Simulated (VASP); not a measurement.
Write the native input for VASP 6.6.1 that does the following.

```yaml
Task: single point
Functional: PBEsol
Potentials_or_basis: VASP PAW PBE potentials, release 64 (W_sv)
Cutoff: 520 eV
k_mesh: 10 × 10 × 10
Occupations: gaussian, width 0.15 eV
Spin: no spin polarisation
Dipole_correction: no
Further_INCAR_settings: ALGO = Fast; EDIFF = 1e-06; NBANDS = 66
```

The structure of W lies in POSCAR:

```
W
1.0
    3.1946000000      3.1946000000     -3.1946000000
   -3.1946000000     -3.1946000000     -3.1946000000
   -3.1946000000      3.1946000000      3.1946000000
W
8
Direct
    0.0000000000      0.5000000000      0.0000000000
    0.5000000000      0.5000000000      0.0000000000
    0.0000000000      0.5000000000      0.5000000000
    0.5000000000      0.5000000000      0.5000000000
    0.0000000000      0.0000000000      0.0000000000
    0.5000000000      0.0000000000      0.0000000000
    0.0000000000      0.0000000000      0.5000000000
    0.5000000000      0.0000000000      0.5000000000
```

One way to write it, as run:

INCAR

```
PREC = Accurate ; ENCUT = 520
EDIFF = 1E-6 ; ISMEAR = 0
SIGMA = 0.15 ; LREAL = False
LASPH = True ; NELM = 80
ALGO = Fast ; ISIF = 2
LWAVE = False ; LCHARG = False
GGA = PS ; NBANDS = 66
```

KPOINTS

```
Automatic mesh
0
Gamma
  10 10 10
```

Potentials or basis: VASP PAW PBE potentials, release 64 (W_sv).

Run with:

```console
$ cat potpaw_PBE.64/W_sv/POTCAR > POTCAR
$ mpirun -np 1 vasp_std > vasp.out
```

It gave:

```json
{
  "Pressure": "-10.9 GPa",
  "Band gap on the k mesh": "zero (bands 56 and 57 overlap by 1.12 eV)"
}
```

Caveat: the cell stands under tension; the PAW data sets were made with another functional, which shifts forces and pressure a little; spin-orbit coupling is left out, which moves the levels of the heavy elements.

Wall time 11 min on 1 thread of Intel(R) Xeon(R) Platinum 8259CL CPU @ 2.50GHz (Skylake/Cascade Lake) (shared host), peak memory 0.43 GiB.
